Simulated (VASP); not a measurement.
Set up this calculation in VASP 6.6.1, as the native input.

- Task: relaxation of cell and atoms
- Functional: r2SCAN
- Dispersion: rVV10
- Potentials or basis: VASP PAW PBE potentials, release 64 (Hg, Te)
- Cutoff: 600 eV
- k mesh: 10 × 10 × 10
- Occupations: gaussian, width 0.03 eV
- Spin: no spin polarisation
- Target pressure: 5 GPa
- Dipole correction: no
- Further INCAR settings: ALGO = Normal; EDIFF = 1e-06; IBRION = 2; EDIFFG = -0.005; NSW = 80; ISIF = 3

Crystal: HgTe.

```
Hg Te
1.0
     0.00000    3.23000    3.23000
     3.23000    0.00000    3.23000
     3.23000    3.23000    0.00000
Hg Te
1 1
Cartesian
  0.0000 0.0000 0.0000
  1.6150 1.6150 1.6150
```

The input as run:

POSCAR

```
HgTe
1.0
    0.0000000000      3.2300000000      3.2300000000
    3.2300000000      0.0000000000      3.2300000000
    3.2300000000      3.2300000000      0.0000000000
Hg Te
1 1
Direct
    0.0000000000      0.0000000000      0.0000000000
    0.2500000000      0.2500000000      0.2500000000
```

INCAR.step1

```
SYSTEM = HgTe
PREC     = Accurate       ! precision mode
ENCUT    = 600            ! plane-wave cutoff, eV
ISMEAR   = 0              ! smearing method
SIGMA    = 0.03           ! smearing width, eV
LREAL    = .FALSE.        ! projectors in reciprocal space
LASPH    = .TRUE.         ! aspherical terms in the spheres
NELM     = 60             ! most SCF steps
GGA      = PE             ! functional
ALGO     = Normal         ! electronic algorithm
EDIFF    = 1E-4           ! SCF threshold, eV
LWAVE    = .TRUE.         ! write WAVECAR
LCHARG   = .FALSE.        ! write CHGCAR
```

INCAR.step2

```
SYSTEM = HgTe
PREC     = Accurate       ! precision mode
ENCUT    = 600            ! plane-wave cutoff, eV
EDIFF    = 1E-6           ! SCF threshold, eV
ISMEAR   = 0              ! smearing method
SIGMA    = 0.03           ! smearing width, eV
LREAL    = .FALSE.        ! projectors in reciprocal space
LASPH    = .TRUE.         ! aspherical terms in the spheres
NELM     = 60             ! most SCF steps
ALGO     = Normal         ! electronic algorithm
ISIF     = 3              ! what is computed and relaxed
LWAVE    = .FALSE.        ! write WAVECAR
LCHARG   = .FALSE.        ! write CHGCAR
METAGGA  = R2SCAN         ! meta-GGA
LMIXTAU  = .TRUE.       
LUSE_VDW = .TRUE.       
IVDW_NL  = 2            
BPARAM   = 11.95        
CPARAM   = 0.0093       
IBRION   = 2              ! ionic algorithm
NSW      = 80             ! ionic steps
EDIFFG   = -0.005         ! ionic threshold
PSTRESS  = 50.0         
ISTART   = 1
```

KPOINTS

```
Automatic mesh
0
G
  10 10 10
  0 0 0
```

Potentials or basis: VASP PAW PBE potentials, release 64 (Hg, Te).

The run is started by

```sh
$ cat potpaw_PBE.64/Hg/POTCAR potpaw_PBE.64/Te/POTCAR > POTCAR
$ cp INCAR.step1 INCAR
$ mpirun -np 1 vasp_std > vasp.out
$ cp INCAR.step2 INCAR
$ mpirun -np 1 vasp_std > vasp.out
```

Results of the run:

```yaml
Relaxed_volume: 31.89 Å³/atom
Relaxed_cell: a = 4.485 Å, b = 4.485 Å, c = 4.485 Å, α = 60.00°, β = 60.00°, γ = 60.00°
Space_group_after_relaxing_to_0.1_Å: F-43m (No. 216)
Energy_change_on_relaxing_the_run_minimises_the_enthalpy: +37.0 meV/atom
Ionic_steps: 3
Pressure_after_relaxing: 5.0 GPa
Band_gap_on_the_k_mesh: zero (filled and empty bands touch)
```

Caveat: the cell is relaxed towards a set pressure, so the run minimises the enthalpy, not the energy; semilocal functionals underestimate gaps, so a narrow gap can read as zero; the PAW data sets were made with another functional, which shifts forces and pressure a little; spin-orbit coupling is left out, which moves the levels of the heavy elements.

It took 9.2 min on 1 thread of Intel(R) Xeon(R) Platinum 8488C (Sapphire Rapids), on a shared host, peak memory 0.42 GiB.
